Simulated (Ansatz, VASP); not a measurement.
## Two plane-wave programs on SbS5

```
Sb S
1.0
     0.00000    4.32682    4.32682
     4.32682    0.00000    4.32682
     4.32682    4.32682    0.00000
Sb S
1 5
Cartesian
  0.0000 0.0000 0.0000
  2.1634 2.1634 2.1634
  5.3953 3.2584 3.2584
  5.3953 5.3953 5.3953
  3.2584 3.2584 5.3953
  3.2584 5.3953 3.2584
```

Change from the starting cell: species swapped into the ZrNi5 type (F-43m, No. 216).

Alike in both runs: task relaxation of cell and atoms; functional PBE; k mesh 4 × 4 × 4; occupations gaussian, width 0.1 eV; no spin polarisation.

```csv
,VASP,Ansatz
version,VASP 6.6.1,Ansatz 0.2.0
potentials or method,"VASP PAW PBE potentials, release 64 (Sb, S), cutoff 600 eV","scalar-relativistic, plane waves, PAW"
valence electrons in the cell,35,45
```

VASP gave:

| Property | Result |
| --- | --- |
| gap on the k mesh at the Fermi level, each at its own relaxed structure (eV) | none |
| relaxed volume (Å³/atom) | 18.60 |
| relaxed cell length with the largest relative difference (Å) | 5.404 |

Task: Which values does Ansatz return?

Result: gap on the k mesh at the Fermi level, each at its own relaxed structure (eV): none; relaxed volume (Å³/atom): 18.70; relaxed cell length with the largest relative difference (Å): 5.413.

A gap of «none» marks a metal or a gap that the smearing closes. VASP's potentials hold 35 valence electrons a cell and Ansatz's 45, so a difference there can come from the potentials and not from the codes.

Neither program's run includes spin-orbit coupling. Noted on VASP's run: the volume moved by over 15 % at a fixed basis, so the end points are rough.
